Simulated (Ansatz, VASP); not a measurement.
## Hf: VASP beside Ansatz

```xyz
3
Lattice="4.2766 0.0000 0.0000 0.0000 4.2766 0.0000 0.0000 0.0000 4.2766" Properties=species:S:1:pos:R:3 pbc="T T T"
Hf    0.0000    2.1383    2.1383
Hf    2.1383    0.0000    2.1383
Hf    2.1383    2.1383    0.0000
```

Alike in both runs: functional PBE; k mesh 4 × 4 × 4; occupations gaussian, width 0.1 eV; no spin polarisation.

Ansatz relaxed the structure, and its values are those at the end. VASP's run is a single point on that final structure, the one shown.

|  | VASP | Ansatz |
| --- | --- | --- |
| version | VASP 6.6.1 | Ansatz 0.2.0 |
| potentials or method | VASP PAW PBE potentials, release 64 (Hf_pv), cutoff 520 eV | scalar-relativistic, plane waves, PAW |
| valence electrons in the cell | 30 | 78 |

```csv
,VASP,Ansatz,Ansatz less VASP
gap on the k mesh at the Fermi level (eV),none,none,-
pressure (GPa),-0.2,0.0,+0.27
```

A gap of «none» marks a metal or a gap that the smearing closes. The functional is the same, so the differences come from potentials, cutoffs and numerics. VASP's potentials hold 30 valence electrons a cell and Ansatz's 78, so a difference there can come from the potentials and not from the codes.

The k mesh is coarse, so the values compare programs but aren't converged. Neither program's run includes spin-orbit coupling.
